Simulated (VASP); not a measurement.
Crystal: BIr3Pd.

```xyz
5
Lattice="4.0136 0.0000 0.0000 -2.0068 3.4759 0.0000 0.0000 0.0000 5.1400" Properties=species:S:1:pos:R:3 pbc="T T T"
B     0.0000    0.0000    2.5700
Pd    0.0000    0.0000    0.0000
Ir    2.0068    0.0000    2.5700
Ir   -1.0034    1.7380    2.5700
Ir    1.0034    1.7380    2.5700
```

Base run:

```yaml
Program: VASP 6.6.1
Functional: PBE
Potentials_or_basis: VASP PAW PBE potentials, release 64 (B, Pd, Ir)
Cutoff: 520 eV
k_mesh: 6 × 6 × 4
Occupations: gaussian, width 0.1 eV
Spin: no spin polarisation
```

Its results: band gap on the k mesh zero (band 20 reaches 9.07 eV, above the bottom of band 21 at 8.09 eV); pressure 198.2 GPa.

Problem. The run is repeated on the same cell with these changes: potentials or basis from VASP PAW PBE potentials, release 64 (B, Pd, Ir) to VASP PAW PBE potentials, release 64 (B, Pd_sv_GW, Ir_sv_GW); cutoff from 520 eV to 540 eV; further incar settings from ALGO = Fast; EDIFF = 1e-07; NBANDS = 28 to ALGO = Normal; EDIFF = 1e-06; NBANDS = 44; valence electrons from 40 to 72. What comes out?

Solution. Band gap on the k mesh zero (band 36 reaches 10.19 eV, above the bottom of band 37 at 9.28 eV); pressure 216.5 GPa.

Caveats: spin-orbit coupling is left out, which moves the levels of the heavy elements.
